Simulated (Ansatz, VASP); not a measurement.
# NbPO4: VASP beside Ansatz

```
CELL_PARAMETERS angstrom
0.00000 3.87461 3.87461
3.87461 0.00000 3.87461
3.87461 3.87461 0.00000
ATOMIC_POSITIONS crystal
Nb 0.00000 0.00000 0.00000
P 0.50000 0.50000 0.50000
O 0.58834 0.13722 0.13722
O 0.13722 0.13722 0.13722
O 0.13722 0.58834 0.13722
O 0.13722 0.13722 0.58834
```

Change from the starting cell: species swapped into the AgClO4 type (F-43m, No. 216).

Alike in both runs: functional PBE; k mesh 4 × 4 × 4; occupations gaussian, width 0.1 eV; collinear spin.

Ansatz relaxed the structure, and its values are those at the end. VASP's run is a single point on that final structure, the one shown.

|  | VASP | Ansatz |
| --- | --- | --- |
| version | VASP 6.6.1 | Ansatz 0.2.0 |
| potentials or method | VASP PAW PBE potentials, release 64 (Nb_sv, P, O), cutoff 520 eV | scalar-relativistic, plane waves, PAW |
| valence electrons in the cell | 42 | 42 |

```csv
,VASP,Ansatz,Ansatz less VASP
pressure (GPa),-1.9,0.2,+2.12
rms of the force components (eV/Å),0.027,0.000,-0.0270
net moment per atom (μB),0.00,0.00,0.000
size of the moment on the site where the two differ most (μB),0.00,1.41,+1.406
```

Site moments also hang on the region over which each program counts them. Ansatz's warnings: cell relax basis refresh, no starting moments.
